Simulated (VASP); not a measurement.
Here is a VASP 6.6.1 calculation.

POSCAR

```
Ni3Pt
1.0
    3.6878909850      0.0000000000      0.0000000000
    0.0000000000      3.6878909850      0.0000000000
    0.0000000000      0.0000000000      3.6878909850
Ni Pt
3 1
Direct
    0.5000000000      0.0000000000      0.5000000000
    0.0000000000      0.5000000000      0.5000000000
    0.5000000000      0.5000000000      0.0000000000
    0.0000000000      0.0000000000      0.0000000000
```

The input INCAR.step1:

```
PREC = Accurate
ENCUT = 520
ISMEAR = -1
SIGMA = 0.15
LREAL = F
LASPH = T
NELM = 150
ISPIN = 2
MAGMOM = 1.5 1.5 1.5 0
LMAXMIX = 4
NBANDS = 32
GGA = PE
ALGO = Normal
EDIFF = 1E-4
LWAVE = T
LCHARG = F
```

File INCAR.step2:

```
PREC = Accurate
ENCUT = 520
EDIFF = 1E-6
ISMEAR = -1
SIGMA = 0.15
LREAL = F
LASPH = T
NELM = 150
ALGO = Normal
ISIF = 2
LWAVE = F
LCHARG = F
ISPIN = 2
MAGMOM = 1.5 1.5 1.5 0
LORBIT = 11
LMAXMIX = 4
METAGGA = R2SCAN
LMIXTAU = T
NBANDS = 32
ISTART = 1
```

Contents of KPOINTS:

```
Automatic mesh
0
Gamma
  6 6 6
```

Potentials or basis: VASP PAW PBE potentials, release 64 (Ni, Pt).

Command:

```bash
$ cat potpaw_PBE.64/Ni/POTCAR potpaw_PBE.64/Pt/POTCAR > POTCAR
$ cp INCAR.step1 INCAR
$ mpirun -np 1 vasp_std > vasp.out
$ cp INCAR.step2 INCAR
$ mpirun -np 1 vasp_std > vasp.out
```

(1) Predict the site moments.

(2) Predict the net moment.

(3) Predict the pressure.

Results:

(1) Ni +0.89; Pt +0.32 μB.

(2) 2.90 μB per cell.

(3) -9.8 GPa.

Caveat: the cell stands under tension; the PAW data sets were made with another functional, which shifts forces and pressure a little.
